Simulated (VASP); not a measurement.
## Ni: single point with PBEsol

The system is Ni.

```xyz
2
Lattice="0.0000 2.5035 2.5035 2.5035 0.0000 2.5035 2.5035 2.5035 0.0000" Properties=species:S:1:pos:R:3 pbc="T T T"
Ni    0.6259    0.6259    0.6259
Ni    4.3811    4.3811    4.3811
```

* Program: VASP 6.6.1
* Task: single point
* Functional: PBEsol
* Potentials or basis: VASP PAW PBE potentials, release 64 (Ni)
* Cutoff: 520 eV
* k mesh: 12 × 12 × 12
* Occupations: fermi-dirac, width 0.05 eV
* Spin: collinear spin, ferromagnetic start
* Starting moments: [0.83, 0.83] μB
* Dipole correction: no
* Further INCAR settings: ALGO = Normal; EDIFF = 1e-07; NBANDS = 21

- Pressure: -0.1 GPa
- Net moment: 1.56 μB per cell
- Site moments: Ni +0.78 μB
- Valence electrons inside the program's atomic spheres: Ni 9.29

Levels at points of the mesh, in eV from the Fermi level:
Spin up:
```
           k point  band 9  band 10  band 11  band 12  band 13  band 14
(0.00, 0.00, 0.00)   -1.78    -0.75    -0.75    12.07    12.07    12.07
(0.50, 0.00, 0.00)   -1.42    -0.91    -0.91     0.41     8.76     8.76
(0.50, 0.50, 0.00)   -0.78    -0.78     0.98     0.98     4.49     4.49
```
Spin down:
```
           k point  band 6  band 7  band 8  band 9  band 10  band 11  band 12  band 13
(0.00, 0.00, 0.00)   -2.57   -0.97   -0.97   -0.97     0.15     0.15    12.25    12.25
(0.50, 0.00, 0.00)   -2.51   -1.60   -0.59   -0.59    -0.02    -0.02     1.10     8.88
(0.50, 0.50, 0.00)   -2.10   -1.18   -1.18    0.13     0.13     1.49     1.49     4.50
```

It took 2.1 min on 1 thread of Intel(R) Xeon(R) Platinum 8259CL CPU @ 2.50GHz (Skylake/Cascade Lake), with other jobs on the host, peak memory 0.21 GiB.

Caveat: the PAW data sets were made with another functional, which shifts forces and pressure a little.
